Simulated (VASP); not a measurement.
# BN (P-6m2) in VASP: further runs, part 2 of 2

VASP 6.6.1. The steps go on from the part before.

### Step 5. Single point, PBEsol (strain -0.030 along x and y, +0.030 along z)

Contents of INCAR:

```
PREC     = Accurate       # precision mode
ENCUT    = 520            # plane-wave cutoff, eV
EDIFF    = 1E-6           # SCF threshold, eV
ISMEAR   = 0              # smearing method
SIGMA    = 0.05           # smearing width, eV
LREAL    = F              # projectors in reciprocal space
LASPH    = T              # aspherical terms in the spheres
NELM     = 100            # most SCF steps
ALGO     = Normal         # electronic algorithm
ISIF     = 2              # what is computed and relaxed
LWAVE    = F              # write WAVECAR
LCHARG   = F              # write CHGCAR
GGA      = PS             # functional
NBANDS   = 16             # bands
```

Contents of KPOINTS:

```
regular mesh
0
Gamma
  12 12 4
```

Contents of POSCAR:

```
BN
1.0
    2.4346984193      0.0000000000      0.0000000000
   -1.2173492096      2.1085106816      0.0000000000
    0.0000000000      0.0000000000      6.8907000000
B N
2 2
Direct
    0.0000000000      0.0000000000      0.5000000000
    0.3333333333      0.6666666667      0.0000000000
    0.0000000000      0.0000000000      0.0000000000
    0.6666666667      0.3333333333      0.5000000000
```

Potentials or basis: VASP PAW PBE potentials, release 64 (B, N).

On the command line:

```sh
$ cat potpaw_PBE.64/B/POTCAR potpaw_PBE.64/N/POTCAR > POTCAR
$ mpirun -np 1 vasp_std > vasp.out
```

OUTCAR:

```text
PREC = Accurate
   ENCUT = 520
   EDIFF = 1E-6
   ISMEAR = 0
   LREAL = F
   LASPH = T
   NELM = 100
   ISIF = 2
   GGA = PS

 ion  position               nearest neighbor table
   1  0.000  0.000  0.500-   4 1.41   4 1.41   4 1.41
   2  0.333  0.667  0.000-   3 1.41   3 1.41   3 1.41
   3  0.000  0.000  0.000-   2 1.41   2 1.41   2 1.41
   4  0.667  0.333  0.500-   1 1.41   1 1.41   1 1.41

  LATTYP: Found a hexagonal cell.
 ALAT       =     2.4346984193
 C/A-ratio  =     2.8302067909

  Lattice vectors:

 A1 = (   2.4346984193,   0.0000000000,   0.0000000000)
 A2 = (  -1.2173492096,   2.1085106816,   0.0000000000)
 A3 = (   0.0000000000,   0.0000000000,   6.8907000000)

Analysis of symmetry for initial positions (statically):
=====================================================================
 Subroutine PRICEL returns:
 Original cell was already a primitive cell.

 Routine SETGRP: Setting up the symmetry group for a
 hexagonal supercell.

 Subroutine GETGRP returns: Found 12 space group operations
 (whereof 12 operations were pure point group operations)
 out of a pool of 24 trial point group operations.

The static configuration has the point symmetry D_3h.

Analysis of symmetry for dynamics (positions and initial velocities):
=====================================================================
 Subroutine PRICEL returns:
 Original cell was already a primitive cell.

 Routine SETGRP: Setting up the symmetry group for a
 hexagonal supercell.

 Subroutine GETGRP returns: Found 12 space group operations
 (whereof 12 operations were pure point group operations)
 out of a pool of 24 trial point group operations.

The dynamic configuration has the point symmetry D_3h.

 Subroutine INISYM returns: Found 12 space group operations
 (whereof 12 operations are pure point group operations),
 and found     1 'primitive' translations

----------------------------------------------------------------------------------------

                                     Primitive cell

  volume of cell :      35.3740

  direct lattice vectors                    reciprocal lattice vectors
     2.434698419  0.000000000  0.000000000     0.410728488  0.237134203  0.000000000
    -1.217349210  2.108510682  0.000000000     0.000000000  0.474268406  0.000000000
     0.000000000  0.000000000  6.890700000     0.000000000  0.000000000  0.145123137

  length of vectors
     2.434698419  2.434698419  6.890700000     0.474268406  0.474268406  0.145123137

  position of ions in fractional coordinates (direct lattice)
     0.000000000  0.000000000  0.500000000
     0.333333333  0.666666667  0.000000000
     0.000000000  0.000000000  0.000000000
     0.666666667  0.333333333  0.500000000

  ion indices of the primitive-cell ions
   primitive index   ion index
                 1           1
                 2           2
                 3           3
                 4           4

----------------------------------------------------------------------------------------

 KPOINTS: regular mesh

Automatic generation of k-mesh.
 Grid dimensions read from file:
 generate k-points for:   12   12    4

 Generating k-lattice:

  Cartesian coordinates                     Fractional coordinates (reciprocal lattice)
     0.034227374  0.019761184  0.000000000     0.083333333  0.000000000  0.000000000
     0.000000000  0.039522367  0.000000000     0.000000000  0.083333333  0.000000000
     0.000000000  0.000000000  0.036280784     0.000000000  0.000000000  0.250000000

  Length of vectors
     0.039522367  0.039522367  0.036280784

  Shift w.r.t. Gamma in fractional coordinates (k-lattice)
     0.000000000  0.000000000  0.000000000

 Subroutine IBZKPT returns following result:
 ===========================================

 Found     57 irreducible k-points:

 Following reciprocal coordinates:
            Coordinates               Weight
  0.000000  0.000000  0.000000      1.000000
  0.083333  0.000000  0.000000      6.000000
  0.166667 -0.000000  0.000000      6.000000
  0.250000  0.000000  0.000000      6.000000
  0.333333  0.000000  0.000000      6.000000
  0.416667  0.000000  0.000000      6.000000
[... 16 lines left out ...]
  0.250000  0.000000  0.250000     12.000000
  0.333333  0.000000  0.250000     12.000000
 [... further k-points ...]
   k-points           NKPTS =     57   k-points in BZ     NKDIM =     57   number of bands    NBANDS=     16
   number of dos      NEDOS =    301   number of ions     NIONS =      4
   total plane-waves  NPLWV =  17496
   dimension x,y,z NGX =    18 NGY =   18 NGZ =   54
   dimension x,y,z NGXF=    36 NGYF=   36 NGZF=  108
   ions per type =               2   2
   NGX,Y,Z   is equivalent  to a cutoff of  12.29, 12.29, 13.03 a.u.
   NGXF,Y,Z  is equivalent  to a cutoff of  24.58, 24.58, 26.06 a.u.
 SYSTEM =  unknown system
   PREC   = accura    normal or accurate (medium, high low for compatibility)
   ISTART =      0    job   : 0-new  1-cont  2-samecut
   ICHARG =      2    charge: 1-file 2-atom 10-const
   ISPIN  =      1    spin polarized calculation?
   LNONCOLLINEAR =      F non collinear calculations
   LSORBIT =      F    spin-orbit coupling
   LASPH  =      T    aspherical Exc in radial PAW
   ENCUT  =  520.0 eV  38.22 Ry    6.18 a.u.   4.53  4.53 12.81*2*pi/ulx,y,z
   NELM   =    100;   NELMIN=  2; NELMDL= -5     # of ELM steps
   EDIFF  = 0.1E-05   stopping-criterion for ELM
   LREAL  =      F    real-space projection
   EDIFFG = 0.1E-04   stopping-criterion for IOM
   NSW    =      0    number of steps for IOM
   IBRION =     -1    ionic relax: 0-MD 1-quasi-New 2-CG
   NFREE  =      0    steps in history (QN), initial steepest desc. (CG)
   ISIF   =      2    stress and relaxation
   ISYM   =      2    0-nonsym 1-usesym 2-fastsym
   POTIM  = 0.5000    time-step for ionic-motion
   TEBEG  =    0.0;   TEEND  =   0.0 temperature during run
   PSTRESS=    0.0 pullay stress
   NELECT =      16.0000    total number of electrons
   NUPDOWN=      -1.0000    fix difference up-down
   EMIN   =  10.00;   EMAX   =-10.00  energy-range for DOS
   EFERMI =   0.00;   METHOD = LEGACY
   ISMEAR =     0;   SIGMA  =   0.05  broadening in eV -4-tet -1-fermi 0-gaus
   EFERMI_NEDOS =   21; number of points for ismear=-14 and -15
   IALGO  =     38    algorithm
   IMIX   =      4    mixing-type and parameters
     AMIX     =   0.40;   BMIX     =  1.00
     AMIX_MAG =   1.60;   BMIX_MAG =  1.00
  volume/ion in A,a.u.               =       8.84        59.68
  Fermi-wavevector in a.u.,A,eV,Ry     =   1.256667  2.374755 21.486467  1.579211
  Thomas-Fermi vector in A             =   2.390363
   LORBIT       =      0    0 simple, 1 ext, 2 COOP (PROOUT), +10 PAW based schemes
   GGA     = PS    functional components
   LHFCALC =     F    Hartree Fock is set to
   AEXX    =    0.0000 exact exchange contribution
   IVDW    =     0    specifies the selected vdW correction
   LEPSILON=     F    determine dielectric tensor
   LRPA    =     F    only Hartree local field effects (RPA)
 non-spin polarized calculation
 Gauss-broadening in eV      SIGMA  =   0.05
  energy-cutoff  :      520.00
  volume of cell :       35.37
 maximum number of plane-waves:       979
   NGX =  9   NGY =  9   NGZ = 25

 number of electron      16.0000005 magnetization

 Free energy of the ion-electron system (eV)
  ---------------------------------------------------
  ext. energy  EPLUGINS =         0.00000000
  ---------------------------------------------------
  free energy    TOTEN  =       -36.36046086 eV

  energy without entropy =      -36.36046086  energy(sigma->0) =      -36.36046086

 E-fermi :   2.4938     XC(G=0): -10.2250

 val. band max:        2.2927071674   @ k =   0.3333   0.3333   0.5000
 cond. band min:       6.7497271798   @ k =   0.5000   0.0000   0.0000
 fundamental gap:      4.4570200124
 Fermi energy:         2.4937942022

 k-point     1 :       0.0000    0.0000    0.0000
  band No.  band energies     occupation
      1     -15.9832      2.00000
      2     -15.7546      2.00000
      3      -4.3072      2.00000
      4      -2.5574      2.00000
      5       1.0324      2.00000
      6       1.0324      2.00000
[... 8 lines left out ...]
     15      15.5423      0.00000
     16      16.2709      0.00000
[... 419 lines left out ...]
 k-point    24 :       0.3333    0.0000    0.2500
  band No.  band energies     occupation
      1     -13.8399      2.00000
      2     -13.7126      2.00000
      3      -4.8226      2.00000
      4      -4.7386      2.00000
      5      -1.4185      2.00000
      6      -1.3485      2.00000
[... 8 lines left out ...]
     15      19.5099      0.00000
     16      21.1725      0.00000

 [... further k-points ...]
[... 5 lines left out ...]
  --------------------------------------------------------------------------------------
  -------------------------------------------------------------------------------------
  Total        7.4527421      7.4527421      0.0067179      0.0000000      0.0000000      0.0000000
  in kB      337.5532983    337.5532983      0.3042695      0.0000000      0.0000000      0.0000000
  external PRESSURE =     225.1369554 kB  Pullay stress =       0.0000000 kB

 VOLUME and BASIS-vectors are now :
 -----------------------------------------------------------------------------
  energy-cutoff  :      520.00
  volume of cell :       35.37
      direct lattice vectors                 reciprocal lattice vectors
     2.434698419  0.000000000  0.000000000     0.410728488  0.237134203  0.000000000
    -1.217349210  2.108510682  0.000000000     0.000000000  0.474268406  0.000000000
     0.000000000  0.000000000  6.890700000     0.000000000  0.000000000  0.145123137

 POSITION                                       TOTAL-FORCE (eV/Angst)
 -----------------------------------------------------------------------------------
      0.00000      0.00000      3.44535        -0.000000     -0.000000      0.000000
     -0.00000      1.40567      0.00000        -0.000000      0.000000      0.000000
      0.00000      0.00000      0.00000        -0.000000      0.000000      0.000000
      1.21735      0.70284      3.44535         0.000000      0.000000      0.000000
 -----------------------------------------------------------------------------------
    total drift:                                0.000003     -0.000002     -0.000000

  FREE ENERGIE OF THE ION-ELECTRON SYSTEM (eV)
  ---------------------------------------------------
  free  energy   TOTEN  =       -36.3604608592 eV

  energy  without entropy=      -36.3604608592  energy(sigma->0) =      -36.36046086
```

Wall time 22 s (1 thread of Intel Xeon Platinum 8259CL at 2.50GHz (Skylake/Cascade Lake), shared host); peak memory 0.15 GiB.

Results:

| Quantity | Value |
| --- | --- |
| Free energy | -36.3605 eV |
| Pressure | 22.5 GPa |
| Band gap on the k mesh | 4.46 eV, indirect (least direct gap 4.69 eV) |

Levels at points of the mesh, in eV from the valence-band top:
```tsv
k point	band 5	band 6	band 7	band 8	band 9	band 10	band 11	band 12
(0.00, 0.00, 0.00)	-1.26	-1.26	-1.19	-1.19	4.75	9.83	12.20	12.20
(0.50, 0.00, 0.00)	-4.31	-4.24	-1.32	-0.83	4.46	5.47	10.32	10.51
(0.00, 0.00, 0.50)	-1.26	-1.26	-1.19	-1.19	6.99	7.01	12.21	12.21
(0.50, 0.00, 0.50)	-4.31	-4.24	-1.08	-1.01	4.74	4.78	10.66	10.67
```

Caveat: the cell differs from its parent crystal (strain -0.030 along x and y, +0.030 along z); the PAW data sets were made with another functional, which shifts forces and pressure a little; this functional lacks dispersion, which binds the layers, so the pressure and a relaxed spacing across them are unreliable.

### Step 6. Overview

```tsv
cell	gap on the mesh (eV)	pressure (GPa)
a = 2.435, b = 2.435, c = 6.489 Å, angles 90.0, 90.0, 120.0°, 4 atoms	4.39	24.3
a = 2.435, b = 2.435, c = 6.590 Å, angles 90.0, 90.0, 120.0°, 4 atoms	4.40	23.8
a = 2.435, b = 2.435, c = 6.690 Å, angles 90.0, 90.0, 120.0°, 4 atoms	4.42	23.4
a = 2.435, b = 2.435, c = 6.891 Å, angles 90.0, 90.0, 120.0°, 4 atoms	4.46	22.5
```

Alike in all rows: task single point; level PBEsol; potentials or basis VASP PAW PBE potentials, release 64 (B, N); no spin polarisation; k mesh 12 × 12 × 4; cutoff (eV) 520; smearing gaussian 0.05 eV.

Caveats: the PAW data sets were made with another functional, which shifts forces and pressure a little; this functional lacks dispersion, which binds the layers, so the pressure and a relaxed spacing across them are unreliable.

Absolute energies hang on the potentials; compare differences alone.
